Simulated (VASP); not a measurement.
Input of a VASP 6.6.1 run:

File INCAR:

```
SYSTEM = ZnS
PREC = Accurate ; ENCUT = 520
EDIFF = 1E-7 ; ISMEAR = 0
SIGMA = 0.02 ; LREAL = .FALSE.
LASPH = .TRUE. ; NELM = 100
ALGO = Normal ; ISIF = 2
LWAVE = .FALSE. ; LCHARG = .FALSE.
GGA = PE ; NBANDS = 16
```

File KPOINTS:

```
Automatic mesh
0
G
  10 10 10
  0 0 0
```

File POSCAR:

```
ZnS
1.0
    0.0000000000      2.7215639847      2.7215639847
    2.7215639847      0.0000000000      2.7215639847
    2.7215639847      2.7215639847      0.0000000000
Zn S
1 1
Direct
    0.0000000000      0.0000000000      0.0000000000
    0.7500000000      0.7500000000      0.7500000000
```

Potentials or basis: VASP PAW PBE potentials, release 64 (Zn, S).

Command:

```bash
$ cat potpaw_PBE.64/Zn/POTCAR potpaw_PBE.64/S/POTCAR > POTCAR
$ mpirun -np 1 vasp_std > vasp.out
```

Question: Predict the band gap on the k mesh.

Answer: 2.02 eV, direct.

Question: Predict the pressure.

Answer: 0.2 GPa.

**Experimental background.**

From “Electronic, vibrational, and thermodynamic properties of ZnS (zincblende and rocksalt structure)”, 2009, arxiv:0911.5022, for a bulk crystal of ZnS at 19 K: band gap 3.85 eV (direct).

A measured gap of ZnS is 3.85 eV (direct; 19 K; quoted in “Electronic, vibrational, and thermodynamic properties of ZnS (zincblende and rocksalt structure)”, 2009, arxiv:0911.5022); the calculated 2.02 eV misses it by -1.83 eV. The value is that of PBE, without temperature or zero-point motion. Semilocal functionals fall short of measured gaps as a rule.
